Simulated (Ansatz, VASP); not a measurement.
## InSb in VASP and in Ansatz

```
CELL_PARAMETERS angstrom
0.00000 3.19051 3.28769
3.19051 0.00000 3.28769
3.19051 3.19051 0.00000
ATOMIC_POSITIONS crystal
In 0.00000 0.00000 0.00000
Sb 0.75000 0.75000 0.75000
```

Change from the starting cell: strain -0.015 along x and y, +0.015 along z, atoms carried along.

Alike in both runs: task single point; functional PBE; k mesh 12 × 12 × 12; occupations gaussian, width 0.15 eV; no spin polarisation.

|  | VASP | Ansatz |
| --- | --- | --- |
| version | VASP 6.6.1 | Ansatz 0.2.0 |
| potentials or method | VASP PAW PBE potentials, release 64 (In_d, Sb), cutoff 520 eV | scalar-relativistic, plane waves, PAW |
| valence electrons in the cell | 18 | 28 |

```tsv
	VASP	Ansatz	Ansatz less VASP
gap on the k mesh at the Fermi level (eV)	none	none	-
pressure (GPa)	3.9	3.9	+0.02
traceless stress, the component that is largest in VASP (GPa)	-0.54	-0.54	+0.001
```

A gap of «none» marks a metal or a gap that the smearing closes. VASP's potentials hold 18 valence electrons a cell and Ansatz's 28, so a difference there can come from the potentials and not from the codes.

Spin-orbit coupling is off throughout.
